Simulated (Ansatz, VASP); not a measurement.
# MgH2: VASP beside Ansatz

```
Mg H
1.0
     4.48495    0.00000    0.00000
     0.00000    4.48495    0.00000
     0.00000    0.00000    2.99641
Mg H
2 4
Direct
  0.00000 0.00000 0.00000
  0.50000 0.50000 0.50000
  0.30468 0.30468 0.00000
  0.19532 0.80468 0.50000
  0.69532 0.69532 0.00000
  0.80468 0.19532 0.50000
```

Alike in both runs: task single point; functional r2SCAN; k mesh 6 × 6 × 8; no spin polarisation.

|  | VASP | Ansatz |
| --- | --- | --- |
| version | VASP 6.6.1 | Ansatz 0.2.0 |
| potentials or method | VASP PAW PBE potentials, release 64 (Mg, H) | plane waves, PAW |
| plane-wave cutoff (eV) | 520 | 500 |
| occupations | gaussian, width 0.01 eV | fixed |
| valence electrons in the cell | 8 | 24 |

VASP gave:

- gap on the k mesh at the Fermi level (eV): 4.46
- pressure (GPa): -0.4
- traceless stress, the component that is largest in VASP (GPa): -0.08

Question: What did Ansatz give for the same quantities?

Answer: gap on the k mesh at the Fermi level (eV): 4.48; pressure (GPa): 0.0; traceless stress, the component that is largest in VASP (GPa): 0.01.

VASP's potentials were made for PBE, not for r2SCAN. VASP's potentials hold 8 valence electrons a cell and Ansatz's 24, so a difference there can come from the potentials and not from the codes.
